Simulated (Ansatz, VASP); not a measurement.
**One calculation of ZnO, two programs**

The input POSCAR:

```
ZnO
1.0
    3.2709296136      0.0000000000      0.0000000000
   -1.6354648068      2.8327081393      0.0000000000
    0.0000000000      0.0000000000      5.1513321237
Zn O
2 2
Direct
    0.3333333333      0.6666666667     -0.0052082116
    0.6666666667      0.3333333333      0.4947917884
    0.3333333333      0.6666666667      0.3802082116
    0.6666666667      0.3333333333      0.8802082116
```

File INCAR.step1:

```
SYSTEM = ZnO
ALGO = Normal
EDIFF = 1E-5
ENCUT = 910
GGA = PE
GGA_COMPAT = .False.
ISMEAR = 0
LASPH = .True.
LCHARG = .False.
LREAL = .False.
LWAVE = .True.
NBANDS = 26
NELM = 120
PREC = Accurate
SIGMA = 0.01
```

INCAR.step2

```
SYSTEM = ZnO
ALGO = Normal
EDIFF = 1E-6
ENCUT = 910
GGA_COMPAT = .False.
ISIF = 2
ISMEAR = 0
ISTART = 1
LASPH = .True.
LCHARG = .False.
LMIXTAU = .True.
LREAL = .False.
LWAVE = .False.
METAGGA = R2SCAN
NBANDS = 26
NELM = 120
PREC = Accurate
SIGMA = 0.01
```

The input KPOINTS:

```
k-points
0
Gamma
  12 12 6
  0 0 0
```

Input for Ansatz:

```yaml
crystal:
  lattice:
    - [3.2709296136, 0.0, 0.0]
    - [-1.6354648068, 2.8327081393, 0.0]
    - [0.0, 0.0, 5.1513321237]
  atoms:
    - { symbol: Zn, position: [0.3333333333, 0.6666666667, -0.0052082116] }
    - { symbol: Zn, position: [0.6666666667, 0.3333333333, 0.4947917884] }
    - { symbol: O, position: [0.3333333333, 0.6666666667, 0.3802082116] }
    - { symbol: O, position: [0.6666666667, 0.3333333333, 0.8802082116] }
kpoints:
  mp_grid: { grid: [12, 12, 6] }
  band_path:
    path:
      - [0.0, 0.0, 0.0]
      - [0.5, 0.0, 0.0]
      - [0.3333333333, 0.3333333333, 0.0]
      - [0.0, 0.0, 0.5]
      - [0.5, 0.0, 0.5]
      - [0.3333333333, 0.3333333333, 0.5]
    npoints: 1
hamiltonian:
  xc: r2scan
scf:
  occupations: { method: fixed }
  n_extra_bands: 5
output:
  forces: true
  stress: true
  eigenvalues: true
```

Change from the starting cell: epitaxial_xy strain +1.1%.

Alike in both runs: task single point; functional r2SCAN; k mesh 12 × 12 × 6; no spin polarisation.

|  | VASP | Ansatz |
| --- | --- | --- |
| version | VASP 6.6.1 | Ansatz 0.2.0 |
| potentials or method | VASP PAW PBE potentials, release 64 (Zn, O_h) | plane waves, PAW |
| plane-wave cutoff (eV) | 910 | 500 |
| occupations | gaussian, width 0.01 eV | fixed |
| valence electrons in the cell | 36 | 36 |

Ansatz gave:

```
gap on the k mesh at the Fermi level (eV) : 1.25
rms of the force components (eV/Å)        : 0.002
```

Task: Estimate VASP's values.

Result: gap on the k mesh at the Fermi level (eV): 1.25; rms of the force components (eV/Å): 0.005.

VASP's potentials were made for PBE, not for r2SCAN. Atom by atom the forces differ by 0.003 eV/Å (rms over components).

Noted on VASP's run: the cutoff is short for stress, so the pressure is rough.
